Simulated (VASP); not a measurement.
# Ir in VASP: single point with PBE

Aim: the single point of Ir with PBE.

Program: VASP 6.6.1. These are calculated values, not measurements. Logs are shortened: lines on timing, memory, paths and dates and some standing lists are left out, and cuts for length are marked.

**1. The cell of the first run**

The cell holds a slab with vacuum, 4 atoms: a = 2.720 Å, b = 2.720 Å, c = 27.554 Å, α = 90.00°, β = 90.00°, γ = 120.00°.

**2. Single point, PBE**

INCAR reads:

```
ALGO = Normal ; DIPOL = 0.5 0.5 0.650
EDIFF = 1E-6 ; ENCUT = 400
GGA = PE ; GGA_COMPAT = F
IDIPOL = 3 ; ISIF = 2
ISMEAR = 1 ; LASPH = T
LCHARG = F ; LDIPOL = T
LREAL = F ; LWAVE = F
NBANDS = 26 ; NELM = 120
NELMDL = -8 ; PREC = Accurate
SIGMA = 0.1
```

KPOINTS reads:

```
k-points
0
Gamma
  15 15 1
```

POSCAR reads:

```
Ir
1.0
    2.7197522554      0.0000000000      0.0000000000
   -1.3598761277      2.3553745452      0.0000000000
    0.0000000000      0.0000000000     27.5536406592
Ir
4
Direct
    0.3333333333      0.6666666667      0.5302474425
    0.0000000000      1.0000000000      0.6100820482
    0.6666666667      0.3333333333      0.6904347683
    0.3333333333      0.6666666667      0.7702701506
```

Potentials or basis: VASP PAW PBE potentials, release 64 (Ir).

The run is started by

```console
$ cat potpaw_PBE.64/Ir/POTCAR > POTCAR
$ mpirun -np 1 vasp_std > vasp.out
```

OUTCAR:

```text
EDIFF = 1E-6
   ENCUT = 400
   GGA = PE
   ISIF = 2
   ISMEAR = 1
   LASPH = T
   LREAL = F
   NELM = 120
   NELMDL = -8
   PREC = Accurate

 ion  position               nearest neighbor table
   1  0.333  0.667  0.530-   2 2.70   2 2.70   2 2.70
   2  0.000  0.000  0.610-   1 2.70   1 2.70   1 2.70   3 2.71   3 2.71   3 2.71
   3  0.667  0.333  0.690-   4 2.70   4 2.70   4 2.70   2 2.71   2 2.71   2 2.71
   4  0.333  0.667  0.770-   3 2.70   3 2.70   3 2.70

  LATTYP: Found a hexagonal cell.
 ALAT       =     2.7197522554
 C/A-ratio  =    10.1309377001

  Lattice vectors:

 A1 = (   2.7197522554,   0.0000000000,   0.0000000000)
 A2 = (  -1.3598761277,   2.3553745452,   0.0000000000)
 A3 = (   0.0000000000,   0.0000000000,  27.5536406592)

Analysis of symmetry for initial positions (statically):
=====================================================================
 Subroutine PRICEL returns:
 Original cell was already a primitive cell.

 Routine SETGRP: Setting up the symmetry group for a
 hexagonal supercell.

 Subroutine GETGRP returns: Found 12 space group operations
 (whereof  6 operations were pure point group operations)
 out of a pool of 24 trial point group operations.

The static configuration has the point symmetry C_3v.
 The point group associated with its full space group is D_3d.

Analysis of symmetry for dynamics (positions and initial velocities):
=====================================================================
 Subroutine PRICEL returns:
 Original cell was already a primitive cell.

 Routine SETGRP: Setting up the symmetry group for a
 hexagonal supercell.

 Subroutine GETGRP returns: Found 12 space group operations
 (whereof  6 operations were pure point group operations)
 out of a pool of 24 trial point group operations.

The dynamic configuration has the point symmetry C_3v.
 The point group associated with its full space group is D_3d.

 Subroutine INISYM returns: Found 12 space group operations
 (whereof  6 operations are pure point group operations),
 and found     1 'primitive' translations

----------------------------------------------------------------------------------------

                                     Primitive cell

  volume of cell :     176.5096

  direct lattice vectors                    reciprocal lattice vectors
     2.719752255  0.000000000  0.000000000     0.367680548  0.212280463  0.000000000
    -1.359876128  2.355374545  0.000000000     0.000000000  0.424560927  0.000000000
     0.000000000  0.000000000 27.553640659     0.000000000  0.000000000  0.036292845

  length of vectors
     2.719752255  2.719752255 27.553640659     0.424560927  0.424560927  0.036292845

  position of ions in fractional coordinates (direct lattice)
     0.333333333  0.666666667  0.530247442
     0.000000000  0.000000000  0.610082048
     0.666666667  0.333333333  0.690434768
     0.333333333  0.666666667  0.770270151

  ion indices of the primitive-cell ions
   primitive index   ion index
                 1           1
                 2           2
                 3           3
                 4           4

----------------------------------------------------------------------------------------

 KPOINTS: k-points

Automatic generation of k-mesh.
 Grid dimensions read from file:
 generate k-points for:   15   15    1

 Generating k-lattice:

  Cartesian coordinates                     Fractional coordinates (reciprocal lattice)
     0.024512037  0.014152031  0.000000000     0.066666667  0.000000000  0.000000000
     0.000000000  0.028304062  0.000000000     0.000000000  0.066666667  0.000000000
     0.000000000  0.000000000  0.036292845     0.000000000  0.000000000  1.000000000

  Length of vectors
     0.028304062  0.028304062  0.036292845

  Shift w.r.t. Gamma in fractional coordinates (k-lattice)
     0.000000000  0.000000000  0.000000000

 Subroutine IBZKPT returns following result:
 ===========================================

 Found     27 irreducible k-points:

 Following reciprocal coordinates:
            Coordinates               Weight
  0.000000  0.000000  0.000000      1.000000
  0.066667  0.000000  0.000000      6.000000
  0.133333 -0.000000  0.000000      6.000000
  0.200000  0.000000  0.000000      6.000000
  0.266667 -0.000000  0.000000      6.000000
  0.333333 -0.000000  0.000000      6.000000
[... 16 lines left out ...]
  0.333333  0.200000  0.000000     12.000000
  0.400000  0.200000  0.000000      6.000000
 [... further k-points ...]
   k-points           NKPTS =     27   k-points in BZ     NKDIM =     27   number of bands    NBANDS=     26
   number of dos      NEDOS =    301   number of ions     NIONS =      4
   total plane-waves  NPLWV =  58320
   dimension x,y,z NGX =    18 NGY =   18 NGZ =  180
   dimension x,y,z NGXF=    36 NGYF=   36 NGZF=  360
   ions per type =               4
   NGX,Y,Z   is equivalent  to a cutoff of  11.00, 11.00, 10.86 a.u.
   NGXF,Y,Z  is equivalent  to a cutoff of  22.01, 22.01, 21.72 a.u.
 SYSTEM =  unknown system
   PREC   = accura    normal or accurate (medium, high low for compatibility)
   ISTART =      0    job   : 0-new  1-cont  2-samecut
   ICHARG =      2    charge: 1-file 2-atom 10-const
   ISPIN  =      1    spin polarized calculation?
   LNONCOLLINEAR =      F non collinear calculations
   LSORBIT =      F    spin-orbit coupling
   LASPH  =      T    aspherical Exc in radial PAW
   ENCUT  =  400.0 eV  29.40 Ry    5.42 a.u.   4.44  4.44 44.93*2*pi/ulx,y,z
   NELM   =    120;   NELMIN=  2; NELMDL= -8     # of ELM steps
   EDIFF  = 0.1E-05   stopping-criterion for ELM
   LREAL  =      F    real-space projection
   EDIFFG = 0.1E-04   stopping-criterion for IOM
   NSW    =      0    number of steps for IOM
   IBRION =     -1    ionic relax: 0-MD 1-quasi-New 2-CG
   NFREE  =      0    steps in history (QN), initial steepest desc. (CG)
   ISIF   =      2    stress and relaxation
   ISYM   =      2    0-nonsym 1-usesym 2-fastsym
   POTIM  = 0.5000    time-step for ionic-motion
   TEBEG  =    0.0;   TEEND  =   0.0 temperature during run
   PSTRESS=    0.0 pullay stress
   NELECT =      36.0000    total number of electrons
   NUPDOWN=      -1.0000    fix difference up-down
   EMIN   =  10.00;   EMAX   =-10.00  energy-range for DOS
   EFERMI =   0.00;   METHOD = LEGACY
   ISMEAR =     1;   SIGMA  =   0.10  broadening in eV -4-tet -1-fermi 0-gaus
   EFERMI_NEDOS =   21; number of points for ismear=-14 and -15
   IALGO  =     38    algorithm
   IMIX   =      4    mixing-type and parameters
     AMIX     =   0.40;   BMIX     =  1.00
     AMIX_MAG =   1.60;   BMIX_MAG =  1.00
  volume/ion in A,a.u.               =      44.13       297.79
  Fermi-wavevector in a.u.,A,eV,Ry     =   0.963651  1.821035 12.634674  0.928622
  Thomas-Fermi vector in A             =   2.093214
   LORBIT       =      0    0 simple, 1 ext, 2 COOP (PROOUT), +10 PAW based schemes
   GGA     = PE    functional components
   LHFCALC =     F    Hartree Fock is set to
   AEXX    =    0.0000 exact exchange contribution
   IVDW    =     0    specifies the selected vdW correction
   LEPSILON=     F    determine dielectric tensor
   LRPA    =     F    only Hartree local field effects (RPA)
 non-spin polarized calculation
 Methfessel and Paxton  Order N= 1 SIGMA  =   0.10
  energy-cutoff  :      400.00
  volume of cell :      176.51
 maximum number of plane-waves:      3287
 NGX is ok and might be reduce to    18
   NGX =  9   NGY =  9   NGZ = 89

 dipolmoment           0.000000      0.000000      0.000002 electrons x Angstroem

 number of electron      36.0000000 magnetization

 dipolmoment           0.000000      0.000000     -0.000134 electrons x Angstroem

 Free energy of the ion-electron system (eV)
  ---------------------------------------------------
  ext. energy  EPLUGINS =         0.00000000
  ---------------------------------------------------
  free energy    TOTEN  =       -33.61910583 eV

  energy without entropy =      -33.61867135  energy(sigma->0) =      -33.61896100

 E-fermi :  -0.4117     XC(G=0):  -5.2274

 val. band max:       -0.4401827296   @ k =   0.3333  -0.0000   0.0000
 cond. band min:      -0.3893876055   @ k =   0.2667   0.0667   0.0000
 fundamental gap:      0.0507951241
 Fermi energy:        -0.4117146884

 k-point     1 :       0.0000    0.0000    0.0000
  band No.  band energies     occupation
      1     -10.9324      2.00000
      2      -9.4559      2.00000
      3      -8.2308      2.00000
      4      -8.1900      2.00000
      5      -4.4213      2.00000
      6      -4.2703      2.00000
[... 18 lines left out ...]
     25       0.3218     -0.00000
     26       4.8217      0.00000

 k-point     2 :       0.0667    0.0000    0.0000
  band No.  band energies     occupation
      1     -10.7609      2.00000
      2      -9.2875      2.00000
      3      -8.0650      2.00000
      4      -8.0139      2.00000
      5      -4.5679      2.00000
      6      -4.5046      2.00000
[... 18 lines left out ...]
     25       1.2870     -0.00000
     26       4.9396      0.00000

 k-point     3 :       0.1333   -0.0000    0.0000
  band No.  band energies     occupation
      1     -10.2713      2.00000
      2      -8.8202      2.00000
      3      -7.6161      2.00000
      4      -7.5241      2.00000
      5      -5.0287      2.00000
      6      -4.8064      2.00000
[... 572 lines left out ...]
 k-point    23 :       0.3333    0.2000    0.0000
  band No.  band energies     occupation
      1      -7.1388      2.00000
      2      -7.0759      2.00000
      3      -6.5314      2.00000
      4      -6.2428      2.00000
      5      -5.7791      2.00000
      6      -5.5134      2.00000
[... 18 lines left out ...]
     25       6.5923      0.00000
     26       7.1745      0.00000

 k-point    24 :       0.4000    0.2000    0.0000
  band No.  band energies     occupation
      1      -7.1861      2.00000
      2      -7.0671      2.00000
      3      -6.5764      2.00000
      4      -6.1433      2.00000
      5      -5.8896      2.00000
      6      -5.5503      2.00000
[... 18 lines left out ...]
     25       6.5775      0.00000
     26       6.6497      0.00000

 [... further k-points ...]

------------------------ aborting loop because EDIFF is reached ----------------------------------------

 vacuum level on the upper side and lower side of the slab       (xc-potential included)        -0.013        -0.009

  FORCE on cell =-STRESS in cart. coord.  units (eV):
  Direction    XX          YY          ZZ          XY          YZ          ZX
  --------------------------------------------------------------------------------------
  -------------------------------------------------------------------------------------
  Total       -1.7899528     -1.7899528      0.2580102      0.0000000     -0.0000000      0.0000000
  in kB      -16.2473991    -16.2473991      2.3419582      0.0000000     -0.0000000      0.0000000
  external PRESSURE =     -10.0509467 kB  Pullay stress =       0.0000000 kB

 VOLUME and BASIS-vectors are now :
 -----------------------------------------------------------------------------
  energy-cutoff  :      400.00
  volume of cell :      176.51
      direct lattice vectors                 reciprocal lattice vectors
     2.719752255  0.000000000  0.000000000     0.367680548  0.212280463  0.000000000
    -1.359876128  2.355374545  0.000000000     0.000000000  0.424560927  0.000000000
     0.000000000  0.000000000 27.553640659     0.000000000  0.000000000  0.036292845

 POSITION                                       TOTAL-FORCE (eV/Angst)
 -----------------------------------------------------------------------------------
     -0.00000      1.57025     14.61025         0.000000      0.000000     -0.037517
      0.00000      0.00000     16.80998         0.000000      0.000000     -0.006705
      1.35988      0.78512     19.02399        -0.000000     -0.000000      0.006705
     -0.00000      1.57025     21.22375        -0.000000      0.000000      0.037517
 -----------------------------------------------------------------------------------
    total drift:                               -0.000000     -0.000000     -0.016369

  FREE ENERGIE OF THE ION-ELECTRON SYSTEM (eV)
  ---------------------------------------------------
  free  energy   TOTEN  =       -33.6191058286 eV

  energy  without entropy=      -33.6186713515  energy(sigma->0) =      -33.61896100

 vacuum level on the upper side and lower side of the slab         4.990         4.994
```

It took 3.1 min on 1 thread of Intel Xeon 8259CL, shared host; peak memory 0.26 GiB.

What came out:

```
Free energy            : -33.6191 eV
Largest force          : 0.038 eV/Å
Band gap on the k mesh : zero (bands 18 and 19 overlap by 2.16 eV)
```

Forces on the atoms (eV/Å):
```
Ir   0.000  0.000 -0.038
Ir   0.000  0.000 -0.007
Ir   0.000  0.000  0.007
Ir   0.000  0.000  0.038
```

Levels at points of the mesh, in eV from the Fermi level:
| k point | band 14 | band 15 | band 16 | band 17 | band 18 | band 19 | band 20 | band 21 |
| --- | --- | --- | --- | --- | --- | --- | --- | --- |
| (0.00, 0.00, 0.00) | -2.95 | -2.95 | -1.22 | -1.22 | -0.89 | -0.89 | -0.70 | 0.07 |

Caveat: spin-orbit coupling is left out, which moves the levels of the heavy elements.

The gap in the log of VASP goes by the Fermi energy; the results here count the filled bands.